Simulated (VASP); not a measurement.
A run of VASP 6.6.1 is set up as follows.

Contents of INCAR:

```
SYSTEM = HfC
PREC = Accurate
ENCUT = 520
EDIFF = 1E-6
ISMEAR = -1
SIGMA = 0.03
LREAL = .False.
LASPH = .True.
NELM = 150
ALGO = Normal
ISIF = 2
LWAVE = .False.
LCHARG = .True.
ISPIN = 2
MAGMOM = 0.6 0
LORBIT = 11
LMAXMIX = 4
LELF = .True.
LVHAR = .True.
NBANDS = 18
```

The input KPOINTS:

```
Automatic mesh
0
Gamma
  14 14 14
  0 0 0
```

The input POSCAR:

```
HfC
1.0
    0.0000000000      2.3250000000      2.3250000000
    2.3250000000      0.0000000000      2.3250000000
    2.3250000000      2.3250000000      0.0000000000
Hf C
1 1
Direct
    0.5000000000      0.5000000000      0.5000000000
    0.0000000000      0.0000000000      0.0000000000
```

Potentials or basis: VASP PAW LDA potentials, release 64 (Hf_pv, C).

Launch:

```sh
$ cat potpaw_LDA.64/Hf_pv/POTCAR potpaw_LDA.64/C/POTCAR > POTCAR
$ mpirun -np 1 vasp_std > vasp.out
```

Question: What does it give for the pressure?

Answer: -11.6 GPa.

Question: Predict the net moment.

Answer: 0.00 μB per cell.

Question: What does it give for the band gap on the k mesh?

Answer: Zero (filled and empty bands overlap).

Caveat: the cell stands under tension; spin-orbit coupling is left out, which moves the levels of the heavy elements.
